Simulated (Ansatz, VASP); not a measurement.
**Two plane-wave programs on Sr**

File INCAR:

```
SYSTEM = Sr
ALGO = Normal
EDIFF = 1E-7
ENCUT = 520
ISIF = 2
ISMEAR = 0
LASPH = .TRUE.
LCHARG = .FALSE.
LREAL = .FALSE.
LWAVE = .FALSE.
NBANDS = 11
NELM = 80
PREC = Accurate
SIGMA = 0.05
```

The input KPOINTS:

```
k-points
0
G
  6 6 8
  0 0 0
```

File POSCAR:

```
Sr
1.0
   10.9876299658      0.0000000000      0.0000000000
   -5.4938149829      9.5155666777      0.0000000000
    0.0000000000      0.0000000000      4.4211119100
Sr
1
Direct
    0.0000000000      0.0000000000      0.0000000000
```

Input for Ansatz:

```yaml
crystal:
  lattice:
    - [10.9876299658, 0.0, 0.0]
    - [-5.4938149829, 9.5155666777, 0.0]
    - [0.0, 0.0, 4.42111191]
  atoms:
    - { symbol: Sr, position: [0.0, 0.0, 0.0] }
basis:
  ecutwfc: 420
kpoints:
  mp_grid: { grid: [6, 6, 8] }
hamiltonian:
  xc: lda
scf:
  occupations: { method: gaussian, width: 0.05 }
output:
  forces: true
  stress: true
  eigenvalues: true
```

Alike in both runs: task single point; functional LDA; k mesh 6 × 6 × 8; occupations gaussian, width 0.05 eV; no spin polarisation.

|  | VASP | Ansatz |
| --- | --- | --- |
| version | VASP 6.6.1 | Ansatz 0.2.0 |
| potentials or method | VASP PAW LDA potentials, release 64 (Sr_sv), cutoff 520 eV | scalar-relativistic, plane waves, PAW |
| valence electrons in the cell | 10 | 10 |

Ansatz gave:

| Property | Result |
| --- | --- |
| gap on the k mesh at the Fermi level (eV) | 0.43 |
| least direct gap on the mesh (eV) | 0.44 |
| pressure (GPa) | 0.0 |

Estimate VASP's values.

gap on the k mesh at the Fermi level (eV): 0.44; least direct gap on the mesh (eV): 0.45; pressure (GPa): 0.0.

LDA's correlation is that of Perdew and Zunger in VASP and of Perdew and Wang (1992) in Ansatz.
